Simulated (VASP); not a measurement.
# InB3 (R-3m) in VASP: further runs, part 2 of 2

VASP 6.6.1. Earlier steps stand in the parts before.

## Step 4: Relaxation of cell and atoms, PBE

This run uses another cell than the first one, of 11.38 Å³/atom.

INCAR reads:

```
PREC = Accurate
ENCUT = 600
EDIFF = 1E-7
ISMEAR = 0
SIGMA = 0.1
LREAL = False
LASPH = True
NELM = 100
ALGO = Normal
ISIF = 3
LWAVE = False
LCHARG = False
GGA = PE
IBRION = 2
NSW = 90
EDIFFG = -0.04
```

KPOINTS reads:

```
Automatic mesh
0
Gamma
  6 6 6
```

POSCAR reads:

```
InB3
1.0
    3.0358183327      1.7527305316      2.8512318076
   -3.0358183327      1.7527305316      2.8512318076
    0.0000000000     -3.5054610632      2.8512318076
In B
2 6
Direct
    0.2690000000      0.2690000000      0.2690000000
    0.7310000000      0.7310000000      0.7310000000
    0.7970000000      0.2520000000      0.7970000000
    0.7970000000      0.7970000000      0.2520000000
    0.2520000000      0.7970000000      0.7970000000
    0.2030000000      0.7480000000      0.2030000000
    0.7480000000      0.2030000000      0.2030000000
    0.2030000000      0.2030000000      0.7480000000
```

Potentials or basis: VASP PAW PBE potentials, release 64 (In_d, B).

On the command line:

```
$ cat potpaw_PBE.64/In_d/POTCAR potpaw_PBE.64/B/POTCAR > POTCAR
$ mpirun -np 1 vasp_std > vasp.out
```

OUTCAR:

```text
PREC = Accurate
   ENCUT = 600
   EDIFF = 1E-7
   ISMEAR = 0
   LREAL = False
   LASPH = True
   NELM = 100
   ISIF = 3
   GGA = PE
   IBRION = 2
   NSW = 90
   EDIFFG = -0.04

 ion  position               nearest neighbor table
   1  0.269  0.269  0.269-   6 2.15   7 2.15   8 2.15   6 2.45   7 2.45   8 2.45   4 3.04   4 3.04
                             3 3.04   5 3.04   3 3.04   5 3.04   2 3.67   2 3.67   2 3.67   2 3.92
   2  0.731  0.731  0.731-   3 2.15   5 2.15   4 2.15   3 2.45   5 2.45   4 2.45   8 3.04   8 3.04
                             6 3.04   7 3.04   6 3.04   7 3.04   1 3.67   1 3.67   1 3.67   1 3.92
   3  0.797  0.252  0.797-   8 1.82   7 1.82   2 2.15   2 2.45   1 3.04   1 3.04
   4  0.797  0.797  0.252-   6 1.82   7 1.82   2 2.15   2 2.45   1 3.04   1 3.04
   5  0.252  0.797  0.797-   8 1.82   6 1.82   2 2.15   2 2.45   1 3.04   1 3.04
   6  0.203  0.748  0.203-   4 1.82   5 1.82   1 2.15   1 2.45   2 3.04   2 3.04
   7  0.748  0.203  0.203-   4 1.82   3 1.82   1 2.15   1 2.45   2 3.04   2 3.04
   8  0.203  0.203  0.748-   3 1.82   5 1.82   1 2.15   1 2.45   2 3.04   2 3.04

  LATTYP: Found a trigonal (rhomboedric) cell.
 ALAT       =     4.5186037762
 COS(alpha) =     0.0972384941

  Lattice vectors:

 A1 = (   3.0358183327,   1.7527305316,   2.8512318076)
 A2 = (  -3.0358183327,   1.7527305316,   2.8512318076)
 A3 = (   0.0000000000,  -3.5054610632,   2.8512318076)

Analysis of symmetry for initial positions (statically):
=====================================================================
 Subroutine PRICEL returns:
 Original cell was already a primitive cell.

 Routine SETGRP: Setting up the symmetry group for a
 trigonal (rhombohedral) supercell.

 Subroutine GETGRP returns: Found 12 space group operations
 (whereof 12 operations were pure point group operations)
 out of a pool of 12 trial point group operations.

The static configuration has the point symmetry D_3d.

Analysis of symmetry for dynamics (positions and initial velocities):
=====================================================================
 Subroutine PRICEL returns:
 Original cell was already a primitive cell.

 Routine SETGRP: Setting up the symmetry group for a
[... 158 lines left out ...]

 number of electron      43.9999988 magnetization

 Free energy of the ion-electron system (eV)
  ---------------------------------------------------
  ext. energy  EPLUGINS =         0.00000000
  ---------------------------------------------------
  free energy    TOTEN  =       -32.69836711 eV

  energy without entropy =      -32.67972788  energy(sigma->0) =      -32.68904749

------------------------ aborting loop because EDIFF is reached ----------------------------------------

  FORCE on cell =-STRESS in cart. coord.  units (eV):
  Direction    XX          YY          ZZ          XY          YZ          ZX
  --------------------------------------------------------------------------------------
  -------------------------------------------------------------------------------------
  Total        8.4647749      8.4647749      0.9966977      0.0000000      0.0000000      0.0000000
  in kB      148.9879981    148.9879981     17.5428160      0.0000000      0.0000000      0.0000000
  external PRESSURE =     105.1729374 kB  Pullay stress =       0.0000000 kB
[... 107 lines left out ...]
  FREE ENERGIE OF THE ION-ELECTRON SYSTEM (eV)
  ---------------------------------------------------
  free  energy   TOTEN  =       -34.4635548406 eV

  energy  without entropy=      -34.4482545819  energy(sigma->0) =      -34.45590471

 E-fermi :   4.2984     XC(G=0):  -9.9509

 val. band max:        4.2603237999   @ k =  -0.3333   0.3333   0.1667
 cond. band min:       4.3090681733   @ k =   0.3333   0.1667  -0.0000
 fundamental gap:      0.0487443733
 Fermi energy:         4.2983764519

 k-point     1 :       0.0000    0.0000    0.0000
  band No.  band energies     occupation
      1      -9.9411      2.00000
      2      -9.8775      2.00000
      3      -9.8775      2.00000
      4      -9.8533      2.00000
      5      -9.8533      2.00000
      6      -9.7879      2.00000
[... 709 lines left out ...]
     26       8.5239      0.00000
     27       9.1672      0.00000

 [... further k-points ...]

[... ionic steps 4 to 27 ...]

--------------------------------------- Ionic step       28  -------------------------------------------

 number of electron      44.0000014 magnetization

------------------------ aborting loop because EDIFF is reached ----------------------------------------
[... 79 lines left out ...]
--------------------------------------- Ionic step       30  -------------------------------------------

 number of electron      44.0000010 magnetization

 Free energy of the ion-electron system (eV)
  ---------------------------------------------------
  ext. energy  EPLUGINS =         0.00000000
  ---------------------------------------------------
  free energy    TOTEN  =       -40.89516108 eV

  energy without entropy =      -40.87811658  energy(sigma->0) =      -40.88663883

 E-fermi :   6.4905     XC(G=0): -10.9200

 val. band max:        6.4796966936   @ k =   0.3333   0.1667  -0.0000
 cond. band min:       6.5487370719   @ k =   0.5000   0.1667   0.1667
 fundamental gap:      0.0690403783
 Fermi energy:         6.4905212277

 k-point     1 :       0.0000    0.0000    0.0000
  band No.  band energies     occupation
      1      -8.5249      2.00000
      2      -8.1899      2.00000
      3      -8.1899      2.00000
      4      -8.0368      2.00000
      5      -8.0368      2.00000
      6      -7.9534      2.00000
[... 746 lines left out ...]
  FREE ENERGIE OF THE ION-ELECTRON SYSTEM (eV)
  ---------------------------------------------------
  free  energy   TOTEN  =       -40.8951610838 eV

  energy  without entropy=      -40.8781165822  energy(sigma->0) =      -40.88663883

 reached required accuracy - stopping structural energy minimisation
```

OSZICAR:

```text
N       E                     dE             d eps       ncg     rms          rms(c)
DAV:   1     0.384797575686E+03    0.38480E+03   -0.22584E+04  1728   0.220E+03
DAV:   2     0.997270720530E+01   -0.37482E+03   -0.36735E+03  1754   0.482E+02
DAV:   3    -0.330775531950E+02   -0.43050E+02   -0.41193E+02  2175   0.166E+02
[... 345 lines left out ...]
DAV:   4    -0.408951567641E+02   -0.30650E-06   -0.19377E-04  1873   0.116E-01    0.406E-02
DAV:   5    -0.408951597285E+02   -0.29645E-05   -0.18285E-05  2384   0.344E-02    0.160E-02
DAV:   6    -0.408951609379E+02   -0.12094E-05   -0.24809E-06  2668   0.175E-02    0.507E-03
DAV:   7    -0.408951610522E+02   -0.11424E-06   -0.19564E-07  1384   0.383E-03    0.179E-03
DAV:   8    -0.408951610838E+02   -0.31666E-07   -0.48685E-08  1011   0.271E-03
  30 F= -.40895161E+02 E0= -.40886639E+02  d E =-.190802E-02
```

CONTCAR:

```text
InB3
   1.00000000000000
     3.3227553095234650    1.9183936724103692    2.5098497090266134
    -3.3227553095234650    1.9183936724103692    2.5098497090266134
     0.0000000000000000   -3.8367873448207384    2.5098497090266134
  In              B
     2     6
Direct
     0.3262659871525407    0.3262659871525407    0.3262659871525407
     0.6737340128474597    0.6737340128474597    0.6737340128474597
     0.9393565611796092    0.3204147891492303    0.9393565611795954
     0.9393565611795954    0.9393565611795954    0.3204147891492438
     0.3204147891492303    0.9393565611796092    0.9393565611795954
     0.0606434388203908    0.6795852108507695    0.0606434388204044
     0.6795852108507694    0.0606434388203908    0.0606434388204044
     0.0606434388204044    0.0606434388204044    0.6795852108507562

  0.00000000E+00  0.00000000E+00  0.00000000E+00
  0.00000000E+00  0.00000000E+00  0.00000000E+00
  0.00000000E+00  0.00000000E+00  0.00000000E+00
  0.00000000E+00  0.00000000E+00  0.00000000E+00
  0.00000000E+00  0.00000000E+00  0.00000000E+00
  0.00000000E+00  0.00000000E+00  0.00000000E+00
  0.00000000E+00  0.00000000E+00  0.00000000E+00
  0.00000000E+00  0.00000000E+00  0.00000000E+00
```

It took 24 min on 1 thread of Intel Xeon Platinum 8259CL at 2.50GHz (Skylake/Cascade Lake), shared host; peak memory 0.26 GiB.

Results:

```yaml
Free_energy: -40.8952 eV
Relaxed_volume: 12.00 Å³/atom
Relaxed_cell: a = 4.585 Å, b = 4.585 Å, c = 4.585 Å, α = 92.89°, β = 92.89°, γ = 92.89°
Space_group_after_relaxing_to_0.1_Å: R-3m (No. 166)
Energy_gained_by_relaxing: 1024.6 meV/atom
Ionic_steps: 30
Pressure_after_relaxing: -0.1 GPa
Largest_force_after_relaxing: 0.038 eV/Å
Band_gap_on_the_k_mesh: zero (bands 22 and 23 overlap by 2.24 eV)
```

Forces in eV/Å, atoms in the order of the input:
```
In   0.000  0.000  0.035
In   0.000  0.000 -0.035
B    0.027 -0.015 -0.022
B    0.000  0.031 -0.022
B   -0.027 -0.015 -0.022
B   -0.027  0.015  0.022
B    0.027  0.015  0.022
B    0.000 -0.031  0.022
```

Stress tensor (GPa, compression positive):
```
-0.06  0.00  0.00
 0.00 -0.06  0.00
 0.00  0.00 -0.13
```

The path:
```tsv
step	energy change (eV)	largest force (eV/Å)	pressure (GPa)	volume (Å³)
1	0.0000	2.3411	10.52	91.03
2	-1.6007	2.0713	0.28	101.16
3	-1.7652	2.2413	-0.80	104.73
4	-3.2973	1.6203	4.12	109.72
5	-3.5912	1.9947	7.07	112.31
6	-4.5711	1.0108	-3.93	123.27
7	-4.6327	0.9161	-6.54	126.39
8	-5.1692	0.7601	-7.48	124.36
9	-5.9622	1.0680	-13.82	118.15
10	-6.6346	1.2077	-9.76	110.38
11	-6.6630	2.8096	5.48	98.39
12	-6.9105	1.8239	-5.50	105.57
13	-6.9478	2.1534	-2.27	102.96
14	-6.9491	2.0888	-2.96	103.47
15	-7.1963	1.9962	-2.14	101.86
16	-7.6935	1.3146	2.04	97.12
17	-6.1912	4.8043	22.75	88.09
18	-7.7147	1.1847	3.25	96.21
19	-7.7273	0.7869	5.28	94.80
20	-7.8894	0.7840	2.32	96.54
21	-7.8980	0.8290	1.66	97.04
22	-8.0724	0.4113	-1.69	98.92
23	-8.0990	0.2570	-3.39	99.95
24	-8.1536	0.3770	-0.84	97.57
25	-8.1594	0.5273	0.32	96.58
26	-8.1856	0.1584	0.61	96.04
27	-8.1883	0.1631	0.76	95.82
28	-8.1949	0.1243	-0.44	96.32
29	-8.1949	0.1234	-0.43	96.32
30	-8.1968	0.0379	-0.08	95.99
```

Final structure:
```
In B
1.0
     3.32276    1.91839    2.50985
    -3.32276    1.91839    2.50985
     0.00000   -3.83679    2.50985
In B
2 6
Direct
  0.32627 0.32627 0.32627
  0.67373 0.67373 0.67373
  0.93936 0.32041 0.93936
  0.93936 0.93936 0.32041
  0.32041 0.93936 0.93936
  0.06064 0.67959 0.06064
  0.67959 0.06064 0.06064
  0.06064 0.06064 0.67959
```

Levels at points of the mesh, in eV from the Fermi level:
```tsv
k point	band 20	band 21	band 22	band 23	band 24	band 25
(0.00, 0.00, 0.00)	-1.40	-1.40	-0.81	-0.81	1.46	3.71
(0.50, 0.00, 0.00)	-1.91	-1.19	-0.67	-0.29	2.04	3.65
(0.50, 0.50, 0.00)	-2.41	-0.86	-0.69	1.12	1.67	2.83
(0.50, 0.50, 0.50)	-2.06	1.43	1.43	1.64	2.46	4.60
```

Caveat: spin-orbit coupling is left out, which moves the levels of the heavy elements.

## Step 5: Summary

| task | cell | k mesh | cutoff (eV) | gap on the mesh (eV) | pressure (GPa) | largest force (eV/Å) |
| --- | --- | --- | --- | --- | --- | --- |
| single point | a = 4.584 Å, angles 92.9°, 8 atoms, atomic positions A | 6 × 6 × 6 | 520 | none | 0.0 | 0.01 |
| single point | a = 4.584 Å, angles 92.9°, 8 atoms, atomic positions A | 9 × 9 × 9 | 520 | none | 0.0 | 0.01 |
| relaxation of cell and atoms | relaxed from a = 4.519 Å, angles 84.4°, 8 atoms, atomic positions B | 6 × 6 × 6 | 600 | none | -0.1 | 0.04 |

Alike in all rows: level PBE; potentials or basis VASP PAW PBE potentials, release 64 (In_d, B); no spin polarisation; smearing gaussian 0.1 eV.

Caveats: spin-orbit coupling is left out, which moves the levels of the heavy elements.

Total energies depend on the potentials used, so only differences within one code and one set of settings carry meaning.
